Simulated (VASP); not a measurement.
A run of VASP 6.6.1:

File POSCAR:

```
SiC
1.0
    3.0751950084      0.0000000000      0.0000000000
   -1.5375975042      2.6631969989      0.0000000000
    0.0000000000      0.0000000000     28.2474285646
C Si
6 6
Direct
    0.3333333333      0.6666666667      0.2655108936
    0.6666666667      0.3333333333      0.3548671131
    0.3333333333      0.6666666667      0.4442233326
    0.6666666667      0.3333333333      0.5335795521
    0.3333333333      0.6666666667      0.6229357716
    0.6666666667      0.3333333333      0.7122919910
    0.6666666667      0.3333333333      0.2877080090
    0.3333333333      0.6666666667      0.3770642284
    0.6666666667      0.3333333333      0.4664204479
    0.3333333333      0.6666666667      0.5557766674
    0.6666666667      0.3333333333      0.6451328869
    0.3333333333      0.6666666667      0.7344891064
```

The input INCAR.step1:

```
PREC = Accurate
ENCUT = 520
ISMEAR = 0
SIGMA = 0.05
LREAL = F
LASPH = T
NELM = 100
NBANDS = 36
GGA = PE
ALGO = Normal
EDIFF = 1E-4
LWAVE = T
LCHARG = F
```

Contents of INCAR.step2:

```
PREC = Accurate
ENCUT = 520
EDIFF = 1E-6
ISMEAR = 0
SIGMA = 0.05
LREAL = F
LASPH = T
NELM = 100
ALGO = Normal
ISIF = 2
LWAVE = F
LCHARG = T
METAGGA = R2SCAN
LMIXTAU = T
LELF = T
LVHAR = T
NBANDS = 36
ISTART = 1
```

Contents of KPOINTS:

```
Automatic mesh
0
Gamma
  9 9 1
```

Potentials or basis: VASP PAW PBE potentials, release 64 (C, Si).

Launch:

```bash
$ cat potpaw_PBE.64/C/POTCAR potpaw_PBE.64/Si/POTCAR > POTCAR
$ cp INCAR.step1 INCAR
$ mpirun -np 1 vasp_std > vasp.out
$ cp INCAR.step2 INCAR
$ mpirun -np 1 vasp_std > vasp.out
```

Hardware: 1 thread of AMD EPYC 7R43 64-Core Processor (Zen 3) (shared host).

Problem. Estimate the wall time of this run.

Solution. Wall time 28 min on 1 thread of AMD EPYC 7R43 64-Core Processor (Zen 3) (shared host), peak memory 0.38 GiB. Counts: k points 12.
